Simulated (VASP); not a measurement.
A run of VASP 6.6.1:

The input INCAR:

```
PREC     = Accurate       # precision mode
ENCUT    = 520            # plane-wave cutoff, eV
EDIFF    = 1E-6           # SCF threshold, eV
ISMEAR   = 0              # smearing method
SIGMA    = 0.05           # smearing width, eV
LREAL    = False          # projectors in reciprocal space
LASPH    = True           # aspherical terms in the spheres
NELM     = 100            # most SCF steps
ALGO     = Normal         # electronic algorithm
ISIF     = 2              # what is computed and relaxed
LWAVE    = False          # write WAVECAR
LCHARG   = False          # write CHGCAR
GGA      = PE             # functional
NBANDS   = 20             # bands
```

Contents of KPOINTS:

```
Automatic mesh
0
Gamma
  6 6 4
```

The input POSCAR:

```
SnSe2
1.0
    3.8747055465      0.0000000000      0.0000000000
   -1.9373527733      3.3555934354      0.0000000000
    0.0000000000      0.0000000000      6.8286395171
Sn Se
1 2
Direct
    0.0000000000      0.0000000000      0.0000000000
    0.3333333333      0.6666666667      0.2331721754
    0.6666666667      0.3333333333      0.7668278246
```

Potentials or basis: VASP PAW PBE potentials, release 64 (Sn_d, Se).

Command:

```console
$ cat potpaw_PBE.64/Sn_d/POTCAR potpaw_PBE.64/Se/POTCAR > POTCAR
$ mpirun -np 1 vasp_std > vasp.out
```

Hardware: 1 thread of Intel(R) Xeon(R) 6975P-C (Granite Rapids), on a shared host.

How long does it take, and how much memory?

Run time: 20 s on 1 thread of Intel(R) Xeon(R) 6975P-C (Granite Rapids) (shared host), peak memory 0.22 GiB. Counts: scf iterations 12, k points 24.
